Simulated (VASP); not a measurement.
# SrCa3 (Fm-3m) in VASP: notebook

SrCa3 is run at these levels: LDA; tasks: single point, relaxation of cell and atoms.

All numbers are computed with VASP 6.6.1; they aren't measurements. Logs are shortened: lines on timing, memory, paths and dates and some standing lists are left out, and cuts for length are marked.

**1. The cell of the first run**

Symmetry: Fm-3m, No. 225, cubic system. Conventional cell: a = 8.579 Å, b = 8.579 Å, c = 8.579 Å, α = 90.00°, β = 90.00°, γ = 90.00°. Within 4.9 Å of Sr (site symmetry m-3m) lie 14 Ca at 3.71 to 4.29 Å. Ca (site symmetry -43m) has 4 Sr at 3.71 Å and 10 Ca at 3.71 to 4.29 Å within 4.9 Å. Within 4.9 Å of Ca (site symmetry m-3m) lie 8 Ca at 3.71 Å and 6 Sr at 4.29 Å.

**2. Single point, LDA**

The input, INCAR:

```
PREC     = Accurate       # precision mode
ENCUT    = 520            # plane-wave cutoff, eV
EDIFF    = 1E-6           # SCF threshold, eV
ISMEAR   = 0              # smearing method
SIGMA    = 0.02           # smearing width, eV
LREAL    = F              # projectors in reciprocal space
LASPH    = T              # aspherical terms in the spheres
NELM     = 100            # most SCF steps
ALGO     = Normal         # electronic algorithm
ISIF     = 2              # what is computed and relaxed
LWAVE    = F              # write WAVECAR
LCHARG   = F              # write CHGCAR
GGA      = CA             # functional
NBANDS   = 28             # bands
```

The input, KPOINTS:

```
Automatic mesh
0
Gamma
  5 5 5
```

The input, POSCAR:

```
SrCa3
1.0
    0.0000000000      4.2892566216      4.2892566216
    4.2892566216      0.0000000000      4.2892566216
    4.2892566216      4.2892566216      0.0000000000
Sr Ca
1 3
Direct
    0.0000000000      0.0000000000      0.0000000000
    0.2500000000      0.2500000000      0.2500000000
    0.7500000000      0.7500000000      0.7500000000
    0.5000000000      0.5000000000      0.5000000000
```

Potentials or basis: VASP PAW LDA potentials, release 64 (Sr_sv, Ca_sv).

Started as:

```
cat potpaw_LDA.64/Sr_sv/POTCAR potpaw_LDA.64/Ca_sv/POTCAR > POTCAR
mpirun -np 1 vasp_std > vasp.out
```

OUTCAR:

```text
PREC = Accurate
   ENCUT = 520
   EDIFF = 1E-6
   ISMEAR = 0
   LREAL = F
   LASPH = T
   NELM = 100
   ISIF = 2
   GGA = CA

 ion  position               nearest neighbor table
   1  0.000  0.000  0.000-   3 3.71   3 3.71   3 3.71   2 3.71   3 3.71   2 3.71   2 3.71   2 3.71

   2  0.250  0.250  0.250-   1 3.71   1 3.71   1 3.71   1 3.71
   3  0.750  0.750  0.750-   1 3.71   1 3.71   1 3.71   1 3.71
   4  0.500  0.500  0.500-

  LATTYP: Found a face centered cubic cell.
 ALAT       =     8.5785132432

  Lattice vectors:

 A1 = (   0.0000000000,   4.2892566216,   4.2892566216)
 A2 = (   4.2892566216,   0.0000000000,   4.2892566216)
 A3 = (   4.2892566216,   4.2892566216,   0.0000000000)

Analysis of symmetry for initial positions (statically):
=====================================================================
 Subroutine PRICEL returns:
 Original cell was already a primitive cell.

 Routine SETGRP: Setting up the symmetry group for a
 face centered cubic supercell.

 Subroutine GETGRP returns: Found 48 space group operations
 (whereof 48 operations were pure point group operations)
 out of a pool of 48 trial point group operations.

The static configuration has the point symmetry O_h .

Analysis of symmetry for dynamics (positions and initial velocities):
=====================================================================
 Subroutine PRICEL returns:
 Original cell was already a primitive cell.

 Routine SETGRP: Setting up the symmetry group for a
 face centered cubic supercell.

 Subroutine GETGRP returns: Found 48 space group operations
 (whereof 48 operations were pure point group operations)
 out of a pool of 48 trial point group operations.

The dynamic configuration has the point symmetry O_h .

 Subroutine INISYM returns: Found 48 space group operations
 (whereof 48 operations are pure point group operations),
 and found     1 'primitive' translations

----------------------------------------------------------------------------------------

                                     Primitive cell

  volume of cell :     157.8251

  direct lattice vectors                    reciprocal lattice vectors
     0.000000000  4.289256622  4.289256622    -0.116570316  0.116570316  0.116570316
     4.289256622  0.000000000  4.289256622     0.116570316 -0.116570316  0.116570316
     4.289256622  4.289256622  0.000000000     0.116570316  0.116570316 -0.116570316

  length of vectors
     6.065924887  6.065924887  6.065924887     0.201905710  0.201905710  0.201905710

  position of ions in fractional coordinates (direct lattice)
     0.000000000  0.000000000  0.000000000
     0.250000000  0.250000000  0.250000000
     0.750000000  0.750000000  0.750000000
     0.500000000  0.500000000  0.500000000

  ion indices of the primitive-cell ions
   primitive index   ion index
                 1           1
                 2           2
                 3           3
                 4           4

----------------------------------------------------------------------------------------

 KPOINTS: Automatic mesh

Automatic generation of k-mesh.
 Grid dimensions read from file:
 generate k-points for:    5    5    5

 Generating k-lattice:

  Cartesian coordinates                     Fractional coordinates (reciprocal lattice)
    -0.023314063  0.023314063  0.023314063     0.200000000  0.000000000  0.000000000
     0.023314063 -0.023314063  0.023314063     0.000000000  0.200000000  0.000000000
     0.023314063  0.023314063 -0.023314063     0.000000000  0.000000000  0.200000000

  Length of vectors
     0.040381142  0.040381142  0.040381142

  Shift w.r.t. Gamma in fractional coordinates (k-lattice)
     0.000000000  0.000000000  0.000000000

 Subroutine IBZKPT returns following result:
 ===========================================

 Found     10 irreducible k-points:

 Following reciprocal coordinates:
            Coordinates               Weight
  0.000000  0.000000  0.000000      1.000000
  0.200000  0.000000  0.000000      8.000000
  0.400000  0.000000  0.000000      8.000000
  0.200000  0.200000  0.000000      6.000000
  0.400000  0.200000  0.000000     24.000000
 -0.400000  0.200000  0.000000     24.000000
 -0.200000  0.200000  0.000000     12.000000
  0.400000  0.400000  0.000000      6.000000
 -0.400000  0.400000  0.000000     12.000000
 -0.400000  0.400000  0.200000     24.000000
   k-points           NKPTS =     10   k-points in BZ     NKDIM =     10   number of bands    NBANDS=     28
   number of dos      NEDOS =    301   number of ions     NIONS =      4
   total plane-waves  NPLWV = 110592
   dimension x,y,z NGX =    48 NGY =   48 NGZ =   48
   dimension x,y,z NGXF=    96 NGYF=   96 NGZF=   96
   ions per type =               1   3
   NGX,Y,Z   is equivalent  to a cutoff of  13.16, 13.16, 13.16 a.u.
   NGXF,Y,Z  is equivalent  to a cutoff of  26.31, 26.31, 26.31 a.u.
 SYSTEM =  unknown system
   PREC   = accura    normal or accurate (medium, high low for compatibility)
   ISTART =      0    job   : 0-new  1-cont  2-samecut
   ICHARG =      2    charge: 1-file 2-atom 10-const
   ISPIN  =      1    spin polarized calculation?
   LNONCOLLINEAR =      F non collinear calculations
   LSORBIT =      F    spin-orbit coupling
   LASPH  =      T    aspherical Exc in radial PAW
   ENCUT  =  520.0 eV  38.22 Ry    6.18 a.u.  11.28 11.28 11.28*2*pi/ulx,y,z
   NELM   =    100;   NELMIN=  2; NELMDL= -5     # of ELM steps
   EDIFF  = 0.1E-05   stopping-criterion for ELM
   LREAL  =      F    real-space projection
   EDIFFG = 0.1E-04   stopping-criterion for IOM
   NSW    =      0    number of steps for IOM
   IBRION =     -1    ionic relax: 0-MD 1-quasi-New 2-CG
   NFREE  =      0    steps in history (QN), initial steepest desc. (CG)
   ISIF   =      2    stress and relaxation
   ISYM   =      2    0-nonsym 1-usesym 2-fastsym
   POTIM  = 0.5000    time-step for ionic-motion
   TEBEG  =    0.0;   TEEND  =   0.0 temperature during run
   PSTRESS=    0.0 pullay stress
   NELECT =      40.0000    total number of electrons
   NUPDOWN=      -1.0000    fix difference up-down
   EMIN   =  10.00;   EMAX   =-10.00  energy-range for DOS
   EFERMI =   0.00;   METHOD = LEGACY
   ISMEAR =     0;   SIGMA  =   0.02  broadening in eV -4-tet -1-fermi 0-gaus
   EFERMI_NEDOS =   21; number of points for ismear=-14 and -15
   IALGO  =     38    algorithm
   IMIX   =      4    mixing-type and parameters
     AMIX     =   0.40;   BMIX     =  1.00
     AMIX_MAG =   1.60;   BMIX_MAG =  1.00
  volume/ion in A,a.u.               =      39.46       266.26
  Fermi-wavevector in a.u.,A,eV,Ry     =   1.036023  1.957800 14.603732  1.073344
  Thomas-Fermi vector in A             =   2.170394
   LORBIT       =      0    0 simple, 1 ext, 2 COOP (PROOUT), +10 PAW based schemes
   GGA     = CA    functional components
   LHFCALC =     F    Hartree Fock is set to
   AEXX    =    0.0000 exact exchange contribution
   IVDW    =     0    specifies the selected vdW correction
   LEPSILON=     F    determine dielectric tensor
   LRPA    =     F    only Hartree local field effects (RPA)
 non-spin polarized calculation
 Gauss-broadening in eV      SIGMA  =   0.02
  energy-cutoff  :      520.00
  volume of cell :      157.83
 maximum number of plane-waves:      4279
 NGX is ok and might be reduce to    48
   NGX = 23   NGY = 23   NGZ = 23

 number of electron      39.9999998 magnetization

 Free energy of the ion-electron system (eV)
  ---------------------------------------------------
  ext. energy  EPLUGINS =         0.00000000
  ---------------------------------------------------
  free energy    TOTEN  =        -8.43502100 eV

  energy without entropy =       -8.43257820  energy(sigma->0) =       -8.43379960

 E-fermi :   2.2390     XC(G=0):  -8.3024

 val. band max:        2.2386820502   @ k =   0.4000   0.0000   0.0000
 cond. band min:       2.2971663289   @ k =  -0.4000   0.2000   0.0000
 fundamental gap:      0.0584842787
 Fermi energy:         2.2390196680

 k-point     1 :       0.0000    0.0000    0.0000
  band No.  band energies     occupation
      1     -39.1161      2.00000
      2     -39.1059      2.00000
      3     -39.0789      2.00000
      4     -33.5947      2.00000
      5     -20.4433      2.00000
      6     -20.4433      2.00000
[... 20 lines left out ...]
     27       4.6011      0.00000
     28       4.6011      0.00000

 k-point     2 :       0.2000    0.0000    0.0000
  band No.  band energies     occupation
      1     -39.1144      2.00000
      2     -39.1063      2.00000
      3     -39.0802      2.00000
      4     -33.5947      2.00000
      5     -20.4526      2.00000
      6     -20.4510      2.00000
[... 20 lines left out ...]
     27       4.4107      0.00000
     28       4.8579      0.00000

 k-point     3 :       0.4000    0.0000    0.0000
  band No.  band energies     occupation
      1     -39.1108      2.00000
      2     -39.1074      2.00000
      3     -39.0826      2.00000
      4     -33.5948      2.00000
      5     -20.4589      2.00000
      6     -20.4589      2.00000
[... 20 lines left out ...]
     27       3.8498      0.00000
     28       3.8498      0.00000

 k-point     4 :       0.2000    0.2000    0.0000
  band No.  band energies     occupation
      1     -39.1138      2.00000
      2     -39.1064      2.00000
      3     -39.0807      2.00000
      4     -33.5947      2.00000
      5     -20.4607      2.00000
      6     -20.4607      2.00000
[... 20 lines left out ...]
     27       4.4982      0.00000
     28       4.7751      0.00000

 k-point     5 :       0.4000    0.2000    0.0000
  band No.  band energies     occupation
      1     -39.1109      2.00000
      2     -39.1071      2.00000
      3     -39.0828      2.00000
      4     -33.5948      2.00000
      5     -20.4684      2.00000
      6     -20.4656      2.00000
[... 20 lines left out ...]
     27       4.1496      0.00000
     28       4.2975      0.00000

 k-point     6 :      -0.4000    0.2000    0.0000
  band No.  band energies     occupation
      1     -39.1092      2.00000
      2     -39.1079      2.00000
      3     -39.0837      2.00000
      4     -33.5948      2.00000
      5     -20.4662      2.00000
      6     -20.4629      2.00000
[... 20 lines left out ...]
     27       3.7326      0.00000
     28       3.7474      0.00000

 k-point     7 :      -0.2000    0.2000    0.0000
  band No.  band energies     occupation
      1     -39.1121      2.00000
      2     -39.1068      2.00000
      3     -39.0819      2.00000
      4     -33.5947      2.00000
      5     -20.4591      2.00000
      6     -20.4573      2.00000
[... 20 lines left out ...]
     27       4.1569      0.00000
     28       4.6558      0.00000

 k-point     8 :       0.4000    0.4000    0.0000
  band No.  band energies     occupation
      1     -39.1095      2.00000
      2     -39.1071      2.00000
      3     -39.0842      2.00000
      4     -33.5948      2.00000
      5     -20.4781      2.00000
      6     -20.4781      2.00000
[... 20 lines left out ...]
     27       4.4211      0.00000
     28       4.4211      0.00000

 k-point     9 :      -0.4000    0.4000    0.0000
  band No.  band energies     occupation
      1     -39.1084      2.00000
      2     -39.1076      2.00000
      3     -39.0848      2.00000
      4     -33.5948      2.00000
      5     -20.4770      2.00000
      6     -20.4744      2.00000
[... 20 lines left out ...]
     27       4.1399      0.00000
     28       4.1484      0.00000

 k-point    10 :      -0.4000    0.4000    0.2000
  band No.  band energies     occupation
      1     -39.1088      2.00000
      2     -39.1076      2.00000
      3     -39.0844      2.00000
      4     -33.5948      2.00000
      5     -20.4769      2.00000
      6     -20.4603      2.00000
[... 20 lines left out ...]
     27       3.9575      0.00000
     28       4.1769      0.00000

------------------------ aborting loop because EDIFF is reached ----------------------------------------

  FORCE on cell =-STRESS in cart. coord.  units (eV):
  Direction    XX          YY          ZZ          XY          YZ          ZX
  --------------------------------------------------------------------------------------
  -------------------------------------------------------------------------------------
  Total        0.0082317      0.0082317      0.0082317     -0.0000000     -0.0000000     -0.0000000
  in kB        0.0835652      0.0835652      0.0835652     -0.0000000     -0.0000000     -0.0000000
  external PRESSURE =       0.0835652 kB  Pullay stress =       0.0000000 kB

 VOLUME and BASIS-vectors are now :
 -----------------------------------------------------------------------------
  energy-cutoff  :      520.00
  volume of cell :      157.83
      direct lattice vectors                 reciprocal lattice vectors
     0.000000000  4.289256622  4.289256622    -0.116570316  0.116570316  0.116570316
     4.289256622  0.000000000  4.289256622     0.116570316 -0.116570316  0.116570316
     4.289256622  4.289256622  0.000000000     0.116570316  0.116570316 -0.116570316

 POSITION                                       TOTAL-FORCE (eV/Angst)
 -----------------------------------------------------------------------------------
      0.00000      0.00000      0.00000         0.000000     -0.000000      0.000000
      2.14463      2.14463      2.14463         0.000000      0.000000      0.000000
      6.43388      6.43388      6.43388        -0.000000     -0.000000     -0.000000
      4.28926      4.28926      4.28926         0.000000     -0.000000      0.000000
 -----------------------------------------------------------------------------------
    total drift:                               -0.000000     -0.000000     -0.000000

  FREE ENERGIE OF THE ION-ELECTRON SYSTEM (eV)
  ---------------------------------------------------
  free  energy   TOTEN  =        -8.4350210044 eV

  energy  without entropy=       -8.4325782004  energy(sigma->0) =       -8.43379960
```

It took 45 s on 1 thread of AMD EPYC 7R43 (Zen 3), shared host; peak memory 0.23 GiB.

What came out:

```
Free energy            : -8.4350 eV
Pressure               : 0.0 GPa
Band gap on the k mesh : zero (bands 20 and 21 overlap by 0.23 eV)
```

**3. Relaxation of cell and atoms, LDA**

This run uses another cell than the first one, of 46.11 Å³/atom.

The input, INCAR:

```
PREC = Accurate
ENCUT = 600
EDIFF = 1E-7
ISMEAR = 0
SIGMA = 0.02
LREAL = False
LASPH = True
NELM = 80
ALGO = Normal
ISIF = 3
LWAVE = False
LCHARG = False
GGA = CA
IBRION = 2
NSW = 60
EDIFFG = -0.03
```

KPOINTS is that of step 2.

The input, POSCAR:

```
SrCa3
1.0
    0.0000000000      4.5178800000      4.5178800000
    4.5178800000      0.0000000000      4.5178800000
    4.5178800000      4.5178800000      0.0000000000
Sr Ca
1 3
Direct
    0.0000000000      0.0000000000      0.0000000000
    0.2500000000      0.2500000000      0.2500000000
    0.7500000000      0.7500000000      0.7500000000
    0.5000000000      0.5000000000      0.5000000000
```

Potentials or basis: VASP PAW LDA potentials, release 64 (Sr_sv, Ca_sv).

Started as:

```
cat potpaw_LDA.64/Sr_sv/POTCAR potpaw_LDA.64/Ca_sv/POTCAR > POTCAR
mpirun -np 1 vasp_std > vasp.out
```

Run time: 3.4 min. Hardware: 1 thread of AMD EPYC 7R43 (Zen 3), shared host; peak memory 0.3 GiB.

Results (log left out):

* Free energy: -8.4366 eV
* Relaxed volume: 39.49 Å³/atom
* Relaxed cell: a = 6.068 Å, b = 6.068 Å, c = 6.068 Å, α = 60.00°, β = 60.00°, γ = 60.00°
* Space group after relaxing (to 0.1 Å): Fm-3m (No. 225)
* Energy gained by relaxing: 49.9 meV/atom
* Ionic steps: 4
* Pressure after relaxing: 0.0 GPa
* Band gap on the k mesh: zero (bands 20 and 21 overlap by 0.23 eV)

Step by step:
| step | energy change (eV) | largest force (eV/Å) | pressure (GPa) | volume (Å³) |
| --- | --- | --- | --- | --- |
| 1 | 0.0000 | 0.0000 | -2.11 | 184.43 |
| 2 | -0.1611 | 0.0000 | -1.09 | 168.73 |
| 3 | -0.1991 | 0.0000 | -0.13 | 159.18 |
| 4 | -0.1996 | 0.0000 | 0.01 | 157.97 |

Final structure:
```yaml
crystal:
  lattice:
    - [0.00000, 4.29054, 4.29054]
    - [4.29054, 0.00000, 4.29054]
    - [4.29054, 4.29054, 0.00000]
  atoms:
    - { symbol: Sr, position: [0.00000, 0.00000, 0.00000] }
    - { symbol: Ca, position: [0.25000, 0.25000, 0.25000] }
    - { symbol: Ca, position: [0.75000, 0.75000, 0.75000] }
    - { symbol: Ca, position: [0.50000, 0.50000, 0.50000] }
```

Levels at points of the mesh, in eV from the Fermi level:
```
           k point  band 18  band 19  band 20  band 21  band 22  band 23
(0.00, 0.00, 0.00)    -0.19    -0.19     0.22     0.22     0.22     0.53
```
